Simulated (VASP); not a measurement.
# Si8O15 (a cell with a defect) in VASP: notebook, part 2 of 2

VASP 6.6.1. The steps go on from the part before.

## Step 3: Single point, LDA

INCAR

```
SYSTEM = Si8O15
PREC = Accurate
ENCUT = 520
EDIFF = 1E-6
ISMEAR = -1
SIGMA = 0.05
LREAL = Auto
LASPH = .TRUE.
NELM = 100
ALGO = Normal
ISIF = 2
LWAVE = .FALSE.
LCHARG = .FALSE.
GGA = CA
NELECT = 120.0
NBANDS = 78
```

KPOINTS

```
regular mesh
0
G
  2 2 2
  0 0 0
```

POSCAR

```
Si8O15
1.0
    0.0000000000      5.0462000000      4.4946000000
    4.0970000000      0.0000000000      4.4946000000
    4.0970000000      5.0462000000      0.0000000000
Si O
8 15
Direct
    0.2026257027      0.0451941256      0.9608981371
    0.3363340936      0.4480947766      0.0086306323
    0.8067866640      0.9474344012      0.0496427284
    0.2100132016      0.0191862822      0.4649616309
    0.6601329488      0.5706742421      0.4574773322
    0.7929357850      0.9540679528      0.5558268483
    0.2944007005      0.4402895946      0.5422615404
    0.7106715887      0.5441464152      0.9501684494
    0.4031724239      0.5145212529      0.2068983224
    0.2616438719      0.1483343241      0.6143957222
    0.3527490938      0.7051210170      0.5250762005
    0.4437991792      0.1238453276      0.1643308989
    0.0858070479      1.0086556406      0.2953441153
    0.2321808249      0.3452937001      0.8885845035
    0.1396365055      0.7746404046      0.9899641841
    0.9023771776      0.0175238147      0.7175066954
    0.7689506526      0.6472129660      0.1236659698
    0.8689202119      0.2087554433      0.0198881984
    0.9666583312      0.6127865582      0.6478795389
    0.6185155440      0.4780981703      0.7656680001
    0.7360199441      0.8366962041      0.3848688435
    0.6285737595      0.2878919995      0.4848268192
    0.5369685501      0.8798349474      0.8501728632
```

Potentials or basis: VASP PAW LDA potentials, release 64 (Si, O).

Run with:

```console
> cat potpaw_LDA.64/Si/POTCAR potpaw_LDA.64/O/POTCAR > POTCAR
> mpirun -np 1 vasp_std > vasp.out
```

OUTCAR:

```text
SYSTEM = Si8O15
   PREC = Accurate
   ENCUT = 520
   EDIFF = 1E-6
   ISMEAR = -1
   LREAL = Auto
   LASPH = .TRUE.
   NELM = 100
   ISIF = 2
   GGA = CA
   NELECT = 120.0

 ion  position               nearest neighbor table
   1  0.203  0.045  0.961-  14 1.76  23 1.77  13 1.78  15 1.80  18 1.83  10 1.91   3 2.71   7 2.74

   2  0.336  0.448  0.009-  20 1.66  14 1.73  15 1.76  12 1.79   9 1.82   8 2.65   5 2.90   4 3.00

   3  0.807  0.947  0.050-  18 1.74  16 1.77  17 1.79  21 1.81  15 1.82  12 1.92   5 2.70   1 2.71
                             4 3.13
   4  0.210  0.019  0.465-  11 1.65  10 1.73  16 1.75  12 1.75  13 1.76   6 2.72   5 2.91   2 3.00
                             3 3.13   7 3.14
   5  0.660  0.571  0.457-  11 1.66  20 1.72  21 1.73  22 1.76  17 1.76   7 2.65   3 2.70   2 2.90
                             4 2.91
   6  0.793  0.954  0.556-  23 1.75  22 1.77  13 1.78  16 1.82  21 1.83  19 1.85   8 2.72   4 2.72
[... 6 lines left out ...]
  10  0.262  0.148  0.614-   7 1.73   4 1.73   1 1.91
  11  0.353  0.705  0.525-   4 1.65   5 1.66   7 1.78
  12  0.444  0.124  0.164-   4 1.75   2 1.79   3 1.92
  13  0.086  0.009  0.295-   4 1.76   1 1.78   6 1.78
  14  0.232  0.345  0.889-   2 1.73   1 1.76   7 1.90
  15  0.140  0.775  0.990-   2 1.76   1 1.80   3 1.82
  16  0.902  0.018  0.718-   4 1.75   3 1.77   6 1.82
  17  0.769  0.647  0.124-   5 1.76   8 1.78   3 1.79
  18  0.869  0.209  0.020-   3 1.74   8 1.77   1 1.83
  19  0.967  0.613  0.648-   7 1.74   8 1.76   6 1.85
  20  0.619  0.478  0.766-   2 1.66   5 1.72   8 1.87
  21  0.736  0.837  0.385-   5 1.73   3 1.81   6 1.83
  22  0.629  0.288  0.485-   5 1.76   6 1.77   7 1.83
  23  0.537  0.880  0.850-   6 1.75   1 1.77   8 1.84

  LATTYP: Found a face centered orthorhombic cell.
 ALAT       =     8.1940000000
 B/A-ratio  =     1.0970466195
 C/A-ratio  =     1.2316817183

  Lattice vectors:

 A1 = (   0.0000000000,   5.0462000000,  -4.4946000000)
 A2 = (   4.0970000000,   5.0462000000,   0.0000000000)
 A3 = (   4.0970000000,   0.0000000000,  -4.4946000000)

Analysis of symmetry for initial positions (statically):
=====================================================================
 Subroutine PRICEL returns:
 Original cell was already a primitive cell.

 Routine SETGRP: Setting up the symmetry group for a
 face centered orthorhombic supercell.

 Subroutine GETGRP returns: Found  1 space group operations
 (whereof  1 operations were pure point group operations)
 out of a pool of  8 trial point group operations.

The static configuration has the point symmetry C_1 .

Analysis of symmetry for dynamics (positions and initial velocities):
=====================================================================
 Subroutine PRICEL returns:
 Original cell was already a primitive cell.

 Routine SETGRP: Setting up the symmetry group for a
 face centered orthorhombic supercell.

 Subroutine GETGRP returns: Found  1 space group operations
 (whereof  1 operations were pure point group operations)
 out of a pool of  8 trial point group operations.

The dynamic configuration has the point symmetry C_1 .

 Subroutine INISYM returns: Found  1 space group operations
 (whereof  1 operations are pure point group operations),
 and found     1 'primitive' translations

----------------------------------------------------------------------------------------

                                     Primitive cell

[... 94 lines left out ...]
  0.500000  0.500000  0.000000      1.000000
  0.500000  0.000000  0.500000      1.000000
  0.000000  0.500000  0.500000      1.000000
   k-points           NKPTS =      8   k-points in BZ     NKDIM =      8   number of bands    NBANDS=     78
   number of dos      NEDOS =    301   number of ions     NIONS =     23
   total plane-waves  NPLWV = 115200
   dimension x,y,z NGX =    50 NGY =   48 NGZ =   48
   dimension x,y,z NGXF=   100 NGYF=   96 NGZF=   96
   ions per type =               8  15
   NGX,Y,Z   is equivalent  to a cutoff of  12.30, 13.12, 12.28 a.u.
   NGXF,Y,Z  is equivalent  to a cutoff of  24.60, 26.24, 24.55 a.u.
 SYSTEM =  Si8O15
   PREC   = accura    normal or accurate (medium, high low for compatibility)
   ISTART =      0    job   : 0-new  1-cont  2-samecut
   ICHARG =      2    charge: 1-file 2-atom 10-const
   ISPIN  =      1    spin polarized calculation?
   LNONCOLLINEAR =      F non collinear calculations
   LSORBIT =      F    spin-orbit coupling
   LASPH  =      T    aspherical Exc in radial PAW
   ENCUT  =  520.0 eV  38.22 Ry    6.18 a.u.  12.56 11.31 12.09*2*pi/ulx,y,z
   NELM   =    100;   NELMIN=  2; NELMDL= -5     # of ELM steps
   EDIFF  = 0.1E-05   stopping-criterion for ELM
   LREAL  =      T    real-space projection
   EDIFFG = 0.1E-04   stopping-criterion for IOM
   NSW    =      0    number of steps for IOM
   IBRION =     -1    ionic relax: 0-MD 1-quasi-New 2-CG
   NFREE  =      0    steps in history (QN), initial steepest desc. (CG)
   ISIF   =      2    stress and relaxation
   ISYM   =      2    0-nonsym 1-usesym 2-fastsym
   POTIM  = 0.5000    time-step for ionic-motion
   TEBEG  =    0.0;   TEEND  =   0.0 temperature during run
   PSTRESS=    0.0 pullay stress
   NELECT =     120.0000    total number of electrons
   NUPDOWN=      -1.0000    fix difference up-down
   EMIN   =  10.00;   EMAX   =-10.00  energy-range for DOS
   EFERMI =   0.00;   METHOD = LEGACY
   ISMEAR =    -1;   SIGMA  =   0.05  broadening in eV -4-tet -1-fermi 0-gaus
   EFERMI_NEDOS =   21; number of points for ismear=-14 and -15
   IALGO  =     38    algorithm
   IMIX   =      4    mixing-type and parameters
     AMIX     =   0.40;   BMIX     =  1.00
     AMIX_MAG =   1.60;   BMIX_MAG =  1.00
  volume/ion in A,a.u.               =       8.08        54.53
  Fermi-wavevector in a.u.,A,eV,Ry     =   1.414984  2.673931 27.241296  2.002179
  Thomas-Fermi vector in A             =   2.536469
   LORBIT       =      0    0 simple, 1 ext, 2 COOP (PROOUT), +10 PAW based schemes
   GGA     = CA    functional components
   LHFCALC =     F    Hartree Fock is set to
   AEXX    =    0.0000 exact exchange contribution
   IVDW    =     0    specifies the selected vdW correction
   LEPSILON=     F    determine dielectric tensor
   LRPA    =     F    only Hartree local field effects (RPA)
 non-spin polarized calculation
  energy-cutoff  :      520.00
  volume of cell :      185.85
 maximum number of plane-waves:      5022
   NGX = 25   NGY = 23   NGZ = 25

 number of electron     120.0000003 magnetization

 Free energy of the ion-electron system (eV)
  ---------------------------------------------------
  ext. energy  EPLUGINS =         0.00000000
  ---------------------------------------------------
  free energy    TOTEN  =      -213.48209072 eV

  energy without entropy =     -213.48209072  energy(sigma->0) =     -213.48209072

 E-fermi :   8.2875     XC(G=0): -12.4104

 val. band max:        7.1737368026   @ k =   0.0000   0.0000   0.0000
 cond. band min:       9.9060684001   @ k =   0.0000   0.0000   0.0000
 fundamental gap:      2.7323315975
 Fermi energy:         8.2875405264

 k-point     1 :       0.0000    0.0000    0.0000
  band No.  band energies     occupation
      1     -14.3964      2.00000
      2     -12.4796      2.00000
      3     -12.1371      2.00000
      4     -11.9626      2.00000
      5     -11.6351      2.00000
      6     -11.4676      2.00000
[... 589 lines left out ...]
     71      17.4273      0.00000
     72      17.5574      0.00000
 [bands above 72 left out]

------------------------ aborting loop because EDIFF is reached ----------------------------------------

  FORCE on cell =-STRESS in cart. coord.  units (eV):
  Direction    XX          YY          ZZ          XY          YZ          ZX
  --------------------------------------------------------------------------------------
  -------------------------------------------------------------------------------------
  Total      -36.2580494    -33.3636552    -30.1153249     -4.8493916      1.7701684     -6.0269481
  in kB     -312.5817028   -287.6290453   -259.6250957    -41.8067469     15.2606737    -51.9584953
  external PRESSURE =    -286.6119479 kB  Pullay stress =       0.0000000 kB

 VOLUME and BASIS-vectors are now :
 -----------------------------------------------------------------------------
  energy-cutoff  :      520.00
  volume of cell :      185.85
      direct lattice vectors                 reciprocal lattice vectors
     0.000000000  5.046200000  4.494600000    -0.122040517  0.099084460  0.111244605
     4.097000000  0.000000000  4.494600000     0.122040517 -0.099084460  0.111244605
     4.097000000  5.046200000  0.000000000     0.122040517  0.099084460 -0.111244605

 POSITION                                       TOTAL-FORCE (eV/Angst)
 -----------------------------------------------------------------------------------
      4.12196      5.87137      1.11385         0.004668      0.025191     -0.009440
      1.87120      1.74076      3.52569         0.040535     -0.032155     -0.045859
      4.08502      4.32171      7.88452         0.001508     -0.044475     -0.003330
      1.98355      3.40606      1.03016         0.015442      0.004113      0.005550
      4.21234      5.63968      5.53199        -0.030762      0.077370      0.010959
      6.18604      6.80613      7.85208        -0.019027     -0.036310      0.007362
[... 15 lines left out ...]
      3.16583      5.61844      4.11915        -0.025137      0.016322     -0.016550
      7.08784      6.99979      6.36796         0.021269     -0.005636     -0.021122
 -----------------------------------------------------------------------------------
    total drift:                               -0.003807     -0.003530     -0.009091

  FREE ENERGIE OF THE ION-ELECTRON SYSTEM (eV)
  ---------------------------------------------------
  free  energy   TOTEN  =      -213.4820907201 eV

  energy  without entropy=     -213.4820907200  energy(sigma->0) =     -213.48209072
```

Wall time 82 s (1 thread of Intel Xeon 6975P-C (Granite Rapids), shared host); peak memory 0.29 GiB.

What came out:

| Property | Result |
| --- | --- |
| Free energy | -213.4821 eV |
| Largest force | 0.084 eV/Å |

Forces on the atoms (eV/Å):
```
Si   0.005  0.025 -0.009
Si   0.041 -0.032 -0.046
Si   0.002 -0.044 -0.003
Si   0.015  0.004  0.006
Si  -0.031  0.077  0.011
Si  -0.019 -0.036  0.007
Si   0.029 -0.022  0.026
Si  -0.012  0.024 -0.005
O    0.020  0.002 -0.016
O   -0.012  0.009 -0.017
O    0.002 -0.013 -0.033
O   -0.022  0.014  0.006
O   -0.014 -0.012  0.016
O   -0.001 -0.012  0.001
O   -0.014  0.003 -0.011
O    0.021 -0.004 -0.015
O   -0.021 -0.011  0.004
O    0.023 -0.007  0.017
O   -0.007 -0.009  0.014
O   -0.027  0.018  0.053
O    0.026  0.015  0.031
O   -0.025  0.016 -0.017
O    0.021 -0.006 -0.021
```

Caveat: the k points lie up to 0.61 Å⁻¹ apart; the cell carries a net charge on a neutralising background, which shifts energy and pressure; the cell is charged against a uniform background, so pressure and absolute levels hang on convention.

## Step 4: Single point, LDA

INCAR

```
PREC     = Accurate       # precision mode
ENCUT    = 520            # plane-wave cutoff, eV
EDIFF    = 1E-7           # SCF threshold, eV
ISMEAR   = -1             # smearing method
SIGMA    = 0.05           # smearing width, eV
LREAL    = Auto         
LASPH    = True           # aspherical terms in the spheres
NELM     = 60             # most SCF steps
ALGO     = Normal         # electronic algorithm
ISIF     = 2              # what is computed and relaxed
LWAVE    = False          # write WAVECAR
LCHARG   = False          # write CHGCAR
GGA      = CA             # functional
NELECT   = 120.0        
NBANDS   = 78             # bands
```

KPOINTS

```
regular mesh
0
Gamma
  2 2 2
```

POSCAR

```
Si8O15
1.0
    0.0000000000      5.0462000000      4.4946000000
    4.0970000000      0.0000000000      4.4946000000
    4.0970000000      5.0462000000      0.0000000000
Si O
8 15
Direct
    0.2047132579      0.0543718664      0.9628197372
    0.3271298267      0.4594106886      0.0102170878
    0.8372933162      0.9296852803      0.0428719567
    0.1911902041      0.0244243111      0.4798834751
    0.6544996570      0.5730502918      0.4587556638
    0.7896107407      0.9530175243      0.5535472792
    0.2951306563      0.4394303725      0.5392108284
    0.7103283587      0.5440063986      0.9489899402
    0.4109977660      0.5220485563      0.2030847119
    0.2616910486      0.1425678399      0.6262600830
    0.3489027193      0.7110819290      0.5230222936
    0.3521344432      0.1814963583      0.2046815768
    0.0793394826      0.9917547193      0.3006934134
    0.2316927287      0.3556438530      0.8775684975
    0.1480644316      0.7774788870      0.9850297779
    0.8940002961      0.0166542672      0.7264340902
    0.7720393836      0.6507214850      0.1209258179
    0.8660258057      0.2069733489      0.0218208908
    0.9639539313      0.6107301340      0.6454214403
    0.6140708145      0.4802210024      0.7669398470
    0.7301860444      0.8417100086      0.3812316560
    0.6316977216      0.2898107553      0.4810921005
    0.5377746835      0.8845225176      0.8525138505
```

Run with:

```console
> cat potpaw_LDA.64/Si/POTCAR potpaw_LDA.64/O/POTCAR > POTCAR
> mpirun -np 1 vasp_std > vasp.out
```

Wall time 90 s (1 thread of Intel Xeon 6975P-C (Granite Rapids), shared host); peak memory 0.29 GiB.

Results (log left out):

```yaml
Free_energy: -212.9320 eV
Largest_force: 1.282 eV/Å
```

Forces in eV/Å, atoms in the order of the input:
```
Si   0.003  0.074  0.010
Si  -0.009 -0.026 -0.069
Si   0.205 -0.166 -0.110
Si   0.061 -0.040  0.022
Si   0.023 -0.010 -0.011
Si  -0.021 -0.094 -0.002
Si   0.119 -0.102  0.039
Si   0.085  0.042 -0.082
O    0.125  0.000 -0.067
O   -0.001 -0.068 -0.014
O   -0.009  0.014  0.059
O   -1.058  0.622  0.370
O    0.115 -0.121  0.119
O    0.090  0.007 -0.083
O    0.033  0.020 -0.183
O    0.008 -0.049  0.056
O    0.000 -0.055 -0.029
O    0.031 -0.067  0.004
O    0.056 -0.030  0.026
O   -0.009  0.033  0.055
O    0.072  0.052  0.011
O    0.062  0.020 -0.055
O    0.021 -0.056 -0.064
```

Levels at points of the mesh, in eV from the Fermi level:
| k point | band 58 | band 59 | band 60 | band 61 | band 62 | band 63 |
| --- | --- | --- | --- | --- | --- | --- |
| (0.00, 0.00, 0.00) | -1.92 | -1.65 | -1.21 | 1.85 | 4.19 | 5.12 |
| (0.50, 0.00, 0.00) | -1.77 | -1.63 | -1.38 | 2.65 | 3.91 | 5.22 |
| (0.50, 0.50, 0.50) | -2.04 | -1.71 | -1.43 | 2.41 | 4.50 | 5.28 |
| (0.00, 0.50, 0.00) | -1.85 | -1.70 | -1.39 | 2.73 | 4.05 | 5.40 |
| (0.00, 0.00, 0.50) | -1.83 | -1.69 | -1.36 | 2.49 | 4.26 | 5.20 |
| (0.50, 0.50, 0.00) | -1.93 | -1.60 | -1.46 | 2.52 | 4.42 | 5.39 |
| (0.50, 0.00, 0.50) | -1.96 | -1.63 | -1.34 | 2.72 | 3.91 | 5.46 |
| (0.00, 0.50, 0.50) | -1.71 | -1.62 | -1.38 | 2.75 | 4.21 | 5.44 |

Caveat: the k points lie up to 0.61 Å⁻¹ apart; the cell carries a net charge on a neutralising background, which shifts energy and pressure; the cell is charged against a uniform background, so pressure and absolute levels hang on convention.
